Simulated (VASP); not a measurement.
# ZnCd2Se3 (P3m1) in VASP: settings compared

Aim: see how the results for ZnCd2Se3 move with the level of theory and the settings. Levels: r2SCAN, LDA, PBE. Tasks: single point.

All numbers are computed with VASP 6.6.1; they aren't measurements. Logs are shortened: lines on timing, memory, paths and dates and some standing lists are left out, and cuts for length are marked.

### Step 1. The cell of the first run

The structure is trigonal, space group P3m1 (No. 156). Conventional cell: a = 4.265 Å, b = 4.265 Å, c = 10.521 Å, α = 90.00°, β = 90.00°, γ = 120.00°. Within 3.3 Å of Zn (site symmetry 3m) lie 4 Se at 2.48 to 2.57 Å. Cd (site symmetry 3m) has 4 Se at 2.65 to 2.68 Å within 3.5 Å. Cd (site symmetry 3m) has 4 Se at 2.65 to 2.67 Å within 3.5 Å. Within 3.4 Å of Se (site symmetry 3m) lie 3 Zn at 2.57 Å and 1 Cd at 2.68 Å. Se (site symmetry 3m) has 1 Zn at 2.48 Å and 3 Cd at 2.65 Å within 3.3 Å. Within 3.5 Å of Se (site symmetry 3m) lie 4 Cd at 2.65 to 2.67 Å.

### Step 2. Single point, r2SCAN

File POSCAR:

```
ZnCd2Se3
1.0
    4.2647078036      0.0000000000      0.0000000000
   -2.1323539018      3.6933452976      0.0000000000
    0.0000000000      0.0000000000     10.5205653365
Zn Cd Se
1 2 3
Direct
    0.6666666667      0.3333333333      0.6674029004
    0.0000000000      0.0000000000      0.9907317194
    0.3333333333      0.6666666667      0.3386085783
    0.0000000000      0.0000000000      0.7363559554
    0.6666666667      0.3333333333      0.4317986594
    0.3333333333      0.6666666667      0.0851021871
```

File INCAR.step1:

```
ALGO     = Normal         # electronic algorithm
EDIFF    = 1E-4           # SCF threshold, eV
ENCUT    = 520            # plane-wave cutoff, eV
GGA      = PE             # functional
ISMEAR   = 0              # smearing method
LASPH    = True           # aspherical terms in the spheres
LCHARG   = False          # write CHGCAR
LREAL    = False          # projectors in reciprocal space
LWAVE    = True           # write WAVECAR
NBANDS   = 36             # bands
NELM     = 80             # most SCF steps
PREC     = Accurate       # precision mode
SIGMA    = 0.02           # smearing width, eV
```

File INCAR.step2:

```
ALGO     = Normal         # electronic algorithm
EDIFF    = 1E-6           # SCF threshold, eV
ENCUT    = 520            # plane-wave cutoff, eV
ISIF     = 2              # what is computed and relaxed
ISMEAR   = 0              # smearing method
ISTART   = 1            
LASPH    = True           # aspherical terms in the spheres
LCHARG   = True           # write CHGCAR
LELF     = True           # ELF
LMIXTAU  = True         
LREAL    = False          # projectors in reciprocal space
LVHAR    = True         
LWAVE    = False          # write WAVECAR
METAGGA  = R2SCAN         # meta-GGA
NBANDS   = 36             # bands
NELM     = 80             # most SCF steps
PREC     = Accurate       # precision mode
SIGMA    = 0.02           # smearing width, eV
```

File KPOINTS:

```
k-points
0
Gamma
  12 12 4
```

Potentials or basis: VASP PAW PBE potentials, release 64 (Zn, Cd, Se).

On the command line:

```bash
> cat potpaw_PBE.64/Zn/POTCAR potpaw_PBE.64/Cd/POTCAR potpaw_PBE.64/Se/POTCAR > POTCAR
> cp INCAR.step1 INCAR
> mpirun -np 1 vasp_std > vasp.out
> cp INCAR.step2 INCAR
> mpirun -np 1 vasp_std > vasp.out
```

OUTCAR:

```text
EDIFF = 1E-6
   ENCUT = 520
   ISIF = 2
   ISMEAR = 0
   ISTART = 1
   LASPH = True
   LREAL = False
   METAGGA = R2SCAN
   NELM = 80
   PREC = Accurate

 ion  position               nearest neighbor table
   1  0.667  0.333  0.667-   5 2.48   4 2.57   4 2.57   4 2.57
   2  0.000  0.000  0.991-   6 2.65   6 2.65   6 2.65   4 2.68
   3  0.333  0.667  0.339-   5 2.65   5 2.65   5 2.65   6 2.67
   4  0.000  0.000  0.736-   1 2.57   1 2.57   1 2.57   2 2.68
   5  0.667  0.333  0.432-   1 2.48   3 2.65   3 2.65   3 2.65
   6  0.333  0.667  0.085-   2 2.65   2 2.65   2 2.65   3 2.67

  LATTYP: Found a hexagonal cell.
 ALAT       =     4.2647078036
 C/A-ratio  =     2.4668900710

  Lattice vectors:

 A1 = (   4.2647078036,   0.0000000000,   0.0000000000)
 A2 = (  -2.1323539018,   3.6933452976,   0.0000000000)
 A3 = (   0.0000000000,   0.0000000000,  10.5205653365)

Analysis of symmetry for initial positions (statically):
=====================================================================
 Subroutine PRICEL returns:
 Original cell was already a primitive cell.

 Routine SETGRP: Setting up the symmetry group for a
 hexagonal supercell.

 Subroutine GETGRP returns: Found  6 space group operations
 (whereof  6 operations were pure point group operations)
 out of a pool of 24 trial point group operations.

The static configuration has the point symmetry C_3v.

Analysis of symmetry for dynamics (positions and initial velocities):
=====================================================================
 Subroutine PRICEL returns:
 Original cell was already a primitive cell.

 Routine SETGRP: Setting up the symmetry group for a
 hexagonal supercell.

 Subroutine GETGRP returns: Found  6 space group operations
 (whereof  6 operations were pure point group operations)
 out of a pool of 24 trial point group operations.

The dynamic configuration has the point symmetry C_3v.

 Subroutine INISYM returns: Found  6 space group operations
 (whereof  6 operations are pure point group operations),
 and found     1 'primitive' translations

----------------------------------------------------------------------------------------

                                     Primitive cell

  volume of cell :     165.7098

  direct lattice vectors                    reciprocal lattice vectors
     4.264707804  0.000000000  0.000000000     0.234482653  0.135378623  0.000000000
    -2.132353902  3.693345298  0.000000000     0.000000000  0.270757246  0.000000000
     0.000000000  0.000000000 10.520565337     0.000000000  0.000000000  0.095051926

  length of vectors
     4.264707804  4.264707804 10.520565337     0.270757246  0.270757246  0.095051926

  position of ions in fractional coordinates (direct lattice)
     0.666666667  0.333333333  0.667402900
     0.000000000  0.000000000  0.990731719
     0.333333333  0.666666667  0.338608578
     0.000000000  0.000000000  0.736355955
     0.666666667  0.333333333  0.431798659
     0.333333333  0.666666667  0.085102187

  ion indices of the primitive-cell ions
   primitive index   ion index
                 1           1
                 2           2
                 3           3
                 4           4
                 5           5
                 6           6

----------------------------------------------------------------------------------------

 KPOINTS: k-points

Automatic generation of k-mesh.
 Grid dimensions read from file:
 generate k-points for:   12   12    4

 Generating k-lattice:

  Cartesian coordinates                     Fractional coordinates (reciprocal lattice)
     0.019540221  0.011281552  0.000000000     0.083333333  0.000000000  0.000000000
     0.000000000  0.022563104  0.000000000     0.000000000  0.083333333  0.000000000
     0.000000000  0.000000000  0.023762982     0.000000000  0.000000000  0.250000000

  Length of vectors
     0.022563104  0.022563104  0.023762982

  Shift w.r.t. Gamma in fractional coordinates (k-lattice)
     0.000000000  0.000000000  0.000000000

 Subroutine IBZKPT returns following result:
 ===========================================

 Found     69 irreducible k-points:

 Following reciprocal coordinates:
            Coordinates               Weight
  0.000000  0.000000  0.000000      1.000000
  0.083333  0.000000  0.000000      6.000000
  0.166667  0.000000  0.000000      6.000000
  0.250000  0.000000  0.000000      6.000000
  0.333333  0.000000  0.000000      6.000000
  0.416667  0.000000  0.000000      6.000000
[... 16 lines left out ...]
  0.166667  0.000000  0.250000      6.000000
  0.000000  0.166667  0.250000      6.000000
 [... further k-points ...]
   k-points           NKPTS =     69   k-points in BZ     NKDIM =     69   number of bands    NBANDS=     36
   number of dos      NEDOS =    301   number of ions     NIONS =      6
   total plane-waves  NPLWV =  81920
   dimension x,y,z NGX =    32 NGY =   32 NGZ =   80
   dimension x,y,z NGXF=    64 NGYF=   64 NGZF=  160
   ions per type =               1   2   3
   NGX,Y,Z   is equivalent  to a cutoff of  12.47, 12.47, 12.64 a.u.
   NGXF,Y,Z  is equivalent  to a cutoff of  24.95, 24.95, 25.28 a.u.
 SYSTEM =  unknown system
   PREC   = accura    normal or accurate (medium, high low for compatibility)
   ISTART =      1    job   : 0-new  1-cont  2-samecut
   ICHARG =      0    charge: 1-file 2-atom 10-const
   ISPIN  =      1    spin polarized calculation?
   LNONCOLLINEAR =      F non collinear calculations
   LSORBIT =      F    spin-orbit coupling
   LASPH  =      T    aspherical Exc in radial PAW
   ENCUT  =  520.0 eV  38.22 Ry    6.18 a.u.   7.93  7.93 19.56*2*pi/ulx,y,z
   NELM   =     80;   NELMIN=  2; NELMDL=  0     # of ELM steps
   EDIFF  = 0.1E-05   stopping-criterion for ELM
   LREAL  =      F    real-space projection
   EDIFFG = 0.1E-04   stopping-criterion for IOM
   NSW    =      0    number of steps for IOM
   IBRION =     -1    ionic relax: 0-MD 1-quasi-New 2-CG
   NFREE  =      0    steps in history (QN), initial steepest desc. (CG)
   ISIF   =      2    stress and relaxation
   ISYM   =      2    0-nonsym 1-usesym 2-fastsym
   POTIM  = 0.5000    time-step for ionic-motion
   TEBEG  =    0.0;   TEEND  =   0.0 temperature during run
   PSTRESS=    0.0 pullay stress
   NELECT =      54.0000    total number of electrons
   NUPDOWN=      -1.0000    fix difference up-down
   EMIN   =  10.00;   EMAX   =-10.00  energy-range for DOS
   EFERMI =   0.00;   METHOD = LEGACY
   ISMEAR =     0;   SIGMA  =   0.02  broadening in eV -4-tet -1-fermi 0-gaus
   EFERMI_NEDOS =   21; number of points for ismear=-14 and -15
   IALGO  =     38    algorithm
   IMIX   =      4    mixing-type and parameters
     AMIX     =   0.40;   BMIX     =  1.00
     AMIX_MAG =   1.60;   BMIX_MAG =  1.00
  volume/ion in A,a.u.               =      27.62       186.38
  Fermi-wavevector in a.u.,A,eV,Ry     =   1.126566  2.128901 17.267849  1.269151
  Thomas-Fermi vector in A             =   2.263248
   LORBIT       =      0    0 simple, 1 ext, 2 COOP (PROOUT), +10 PAW based schemes
   METAGGA = R2SCAN    functional components
   LHFCALC =     F    Hartree Fock is set to
   AEXX    =    0.0000 exact exchange contribution
   IVDW    =     0    specifies the selected vdW correction
   LEPSILON=     F    determine dielectric tensor
   LRPA    =     F    only Hartree local field effects (RPA)
 non-spin polarized calculation
 Gauss-broadening in eV      SIGMA  =   0.02
  energy-cutoff  :      520.00
  volume of cell :      165.71
 maximum number of plane-waves:      4500
   NGX = 15   NGY = 15   NGZ = 39

 number of electron      54.0000003 magnetization

 Free energy of the ion-electron system (eV)
  ---------------------------------------------------
  ext. energy  EPLUGINS =         0.00000000
  ---------------------------------------------------
  free energy    TOTEN  =       -96.56644171 eV

  energy without entropy =      -96.56644171  energy(sigma->0) =      -96.56644171

 E-fermi :   0.6392     XC(G=0):  -9.3509

 val. band max:        0.5204701815   @ k =   0.0000   0.0000   0.0000
 cond. band min:       1.5513325732   @ k =   0.0000   0.0000   0.0000
 fundamental gap:      1.0308623917
 Fermi energy:         0.6392075813

 k-point     1 :       0.0000    0.0000    0.0000
  band No.  band energies     occupation
      1     -12.5180      2.00000
      2     -12.1547      2.00000
      3     -12.0885      2.00000
      4      -7.5472      2.00000
      5      -7.5472      2.00000
      6      -7.5008      2.00000
[... 28 lines left out ...]
     35       7.3992      0.00000
     36       7.3992      0.00000

 k-point     2 :       0.0833    0.0000    0.0000
  band No.  band energies     occupation
      1     -12.4915      2.00000
      2     -12.1386      2.00000
      3     -12.0742      2.00000
      4      -7.5388      2.00000
      5      -7.5318      2.00000
      6      -7.4976      2.00000
[... 28 lines left out ...]
     35       7.2165      0.00000
     36       7.5224      0.00000

 k-point     3 :       0.1667    0.0000    0.0000
  band No.  band energies     occupation
      1     -12.4168      2.00000
      2     -12.0950      2.00000
      3     -12.0356      2.00000
      4      -7.5168      2.00000
      5      -7.4903      2.00000
      6      -7.4819      2.00000
[... 28 lines left out ...]
     35       7.2271      0.00000
     36       7.3722      0.00000
[... 742 lines left out ...]
 k-point    23 :       0.1667    0.0000    0.2500
  band No.  band energies     occupation
      1     -12.4004      2.00000
      2     -12.1576      2.00000
      3     -11.9895      2.00000
      4      -7.5163      2.00000
      5      -7.4974      2.00000
      6      -7.4809      2.00000
[... 28 lines left out ...]
     35       7.3524      0.00000
     36       7.6408      0.00000

 k-point    24 :       0.0000    0.1667    0.2500
  band No.  band energies     occupation
      1     -12.4018      2.00000
      2     -12.1537      2.00000
      3     -11.9920      2.00000
      4      -7.5167      2.00000
      5      -7.4892      2.00000
      6      -7.4802      2.00000
[... 28 lines left out ...]
     35       7.2660      0.00000
     36       7.8082      0.00000

 [... further k-points ...]
[... 5 lines left out ...]
  --------------------------------------------------------------------------------------
  -------------------------------------------------------------------------------------
  Total       -1.4931166     -1.4931166     -1.5310923      0.0000000      0.0000000      0.0000000
  in kB      -14.4363045    -14.4363045    -14.8034751      0.0000000      0.0000000      0.0000000
  external PRESSURE =     -14.5586947 kB  Pullay stress =       0.0000000 kB

 VOLUME and BASIS-vectors are now :
 -----------------------------------------------------------------------------
  energy-cutoff  :      520.00
  volume of cell :      165.71
      direct lattice vectors                 reciprocal lattice vectors
     4.264707804  0.000000000  0.000000000     0.234482653  0.135378623  0.000000000
    -2.132353902  3.693345298  0.000000000     0.000000000  0.270757246  0.000000000
     0.000000000  0.000000000 10.520565337     0.000000000  0.000000000  0.095051926

 POSITION                                       TOTAL-FORCE (eV/Angst)
 -----------------------------------------------------------------------------------
      2.13235      1.23112      7.02146         0.000000     -0.000000     -0.057228
      0.00000      0.00000     10.42306        -0.000000     -0.000000      0.004907
     -0.00000      2.46223      3.56235        -0.000000      0.000000      0.015068
      0.00000      0.00000      7.74688        -0.000000      0.000000     -0.019490
      2.13235      1.23112      4.54277        -0.000000      0.000000      0.061981
     -0.00000      2.46223      0.89532        -0.000000      0.000000     -0.005239
 -----------------------------------------------------------------------------------
    total drift:                                0.000013     -0.000007     -0.003049

  FREE ENERGIE OF THE ION-ELECTRON SYSTEM (eV)
  ---------------------------------------------------
  free  energy   TOTEN  =       -96.5664417095 eV

  energy  without entropy=      -96.5664417095  energy(sigma->0) =      -96.56644171
```

Wall time 18 min (1 thread of Intel Xeon 6975P-C, shared host); peak memory 0.57 GiB.

What came out:

```
Free energy            : -96.5664 eV
Pressure               : -1.5 GPa
Largest force          : 0.062 eV/Å
Band gap on the k mesh : 1.03 eV, direct
```

Forces on the atoms (eV/Å):
```
Zn   0.000  0.000 -0.057
Cd   0.000  0.000  0.005
Cd   0.000  0.000  0.015
Se   0.000  0.000 -0.019
Se   0.000  0.000  0.062
Se   0.000  0.000 -0.005
```

Caveat: the PAW data sets were made with another functional, which shifts forces and pressure a little.

(Continued in part 2 of 2.)
